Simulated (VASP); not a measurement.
Input of a VASP 6.6.1 run:

INCAR

```
PREC = Accurate ; ENCUT = 520
EDIFF = 1E-6 ; ISMEAR = 0
SIGMA = 0.1 ; LREAL = F
LASPH = T ; NELM = 60
ALGO = Normal ; ISIF = 2
LWAVE = F ; LCHARG = T
LDIPOL = T ; IDIPOL = 3
DIPOL = 0.5 0.5 0.500 ; GGA = PE
IVDW = 12 ; LELF = T
LVHAR = T ; LVACPOTAV = T
NBANDS = 20
```

KPOINTS

```
regular mesh
0
Gamma
  18 18 1
```

File POSCAR:

```
MoS2
1.0
    3.1356825040      0.0000000000      0.0000000000
   -1.5678412520      2.8513597420      0.0000000000
    0.0000000000      0.0000000000     32.4115723090
S Mo
2 1
Direct
   -0.0056937431     -0.0113874861      0.4516693928
    0.3390270764      0.6780541528      0.5483306072
    0.6666666667      0.3333333333      0.5000000000
```

Potentials or basis: VASP PAW PBE potentials, release 64 (S, Mo_sv).

Command:

```sh
$ cat potpaw_PBE.64/S/POTCAR potpaw_PBE.64/Mo_sv/POTCAR > POTCAR
$ mpirun -np 1 vasp_std > vasp.out
```

(1) Predict the work function of the upper face.

(2) Predict the dispersion energy per atom.

## Answers

(1) 5.09 eV.

(2) -0.308 eV.

Caveat: the cell differs from its parent crystal (strain along y +0.050, then relaxed in part).
